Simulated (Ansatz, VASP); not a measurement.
**NbAl2N3 in VASP and in Ansatz**

```
Al Nb N
1.0
     3.45184    0.00000    0.00000
    -1.72592    2.98938    0.00000
     0.00000    0.00000    7.30922
Al Nb N
2 1 3
Direct
  0.33333 0.66667 0.83004
  0.33333 0.66667 0.16996
  0.66667 0.33333 0.50000
  0.66667 0.33333 0.00000
  0.00000 0.00000 0.50000
  0.00000 0.00000 0.00000
```

Change from the starting cell: species swapped into the Ce2CuSi3 type (P-6m2, No. 187).

Alike in both runs: functional PBE; k mesh 4 × 4 × 2; occupations gaussian, width 0.15 eV; no spin polarisation.

Ansatz relaxed the structure, and its values are those at the end. VASP's run is a single point on that final structure, the one shown.

|  | VASP | Ansatz |
| --- | --- | --- |
| version | VASP 6.6.1 | Ansatz 0.2.0 |
| potentials or method | VASP PAW PBE potentials, release 64 (Al, Nb_sv, N), cutoff 600 eV | scalar-relativistic, plane waves, PAW |
| valence electrons in the cell | 34 | 34 |

```csv
,VASP,Ansatz,Ansatz less VASP
gap on the k mesh at the Fermi level (eV),none,none,-
pressure (GPa),-0.2,0.1,+0.32
rms of the force components (eV/Å),0.012,0.012,+0.0002
```

A gap of «none» marks a metal or a gap that the smearing closes. With one functional, cell and mesh, what is left measures potentials, basis and numerics.

The k mesh is coarse, so the values compare programs but aren't converged.
